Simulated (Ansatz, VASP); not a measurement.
Al2O3 in VASP and in Ansatz

```
CELL_PARAMETERS angstrom
3.90368 0.00000 0.00000
-1.95184 3.38069 0.00000
0.00000 0.00000 4.04723
ATOMIC_POSITIONS crystal
Al 0.33333 0.66667 0.50000
Al 0.66667 0.33333 0.50000
O 0.50000 0.00000 0.00000
O 0.00000 0.50000 0.00000
O 0.50000 0.50000 0.00000
```

Alike in both runs: task relaxation of cell and atoms; functional PBE; k mesh 6 × 6 × 4; occupations gaussian, width 0.1 eV; no spin polarisation.

|  | VASP | Ansatz |
| --- | --- | --- |
| version | VASP 6.6.1 | Ansatz 0.2.0 |
| potentials or method | VASP PAW PBE potentials, release 64 (Al, O_h), cutoff 910 eV | scalar-relativistic, plane waves, PAW |
| valence electrons in the cell | 24 | 24 |

Ansatz gave:

| Quantity | Value |
| --- | --- |
| gap on the k mesh at the Fermi level, each at its own relaxed structure (eV) | 3.57 |
| relaxed volume (Å³/atom) | 11.19 |
| relaxed cell length with the largest relative difference (Å) | 5.056 |

Q: Which values does VASP return?

A: gap on the k mesh at the Fermi level, each at its own relaxed structure (eV): 3.41; relaxed volume (Å³/atom): 10.36; relaxed cell length with the largest relative difference (Å): 4.868.

One of these differences is far larger than is usual between the two programs; its cause wasn't traced.

Noted on VASP's run: the cutoff is short for stress, so the pressure is rough.
